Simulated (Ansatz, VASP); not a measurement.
## MgO: VASP beside Ansatz

```
CELL_PARAMETERS angstrom
3.31529 0.00000 0.00000
-1.65764 2.87112 0.00000
0.00000 0.00000 5.12155
ATOMIC_POSITIONS crystal
Mg 0.31080 0.66667 0.00632
Mg 0.68920 0.33333 0.50632
O 0.35415 0.66667 0.39828
O 0.64585 0.33333 0.89828
```

Change from the starting cell: mode 4 frozen in at -0.075 Å and mode 5 at +0.000 Å (largest displacements).

Alike in both runs: task single point; functional PBE; k mesh 9 × 9 × 6; occupations gaussian, width 0.05 eV; no spin polarisation.

|  | VASP | Ansatz |
| --- | --- | --- |
| version | VASP 6.6.1 | Ansatz 0.2.0 |
| potentials or method | VASP PAW PBE potentials, release 64 (Mg, O), cutoff 520 eV | scalar-relativistic, plane waves, PAW |
| valence electrons in the cell | 16 | 32 |

|  | VASP | Ansatz | Ansatz less VASP |
| --- | --- | --- | --- |
| gap on the k mesh at the Fermi level (eV) | 3.35 | 3.37 | +0.020 |
| least direct gap on the mesh (eV) | 3.35 | 3.37 | +0.020 |
| pressure (GPa) | -0.5 | -0.1 | +0.44 |
| traceless stress, the component that is largest in VASP (GPa) | -0.23 | -0.21 | +0.017 |
| rms of the force components (eV/Å) | 0.113 | 0.111 | -0.0012 |

Atom by atom the forces differ by 0.001 eV/Å (rms over components). The functional is the same, so the differences come from potentials, cutoffs and numerics. VASP's potentials hold 16 valence electrons a cell and Ansatz's 32, so a difference there can come from the potentials and not from the codes.
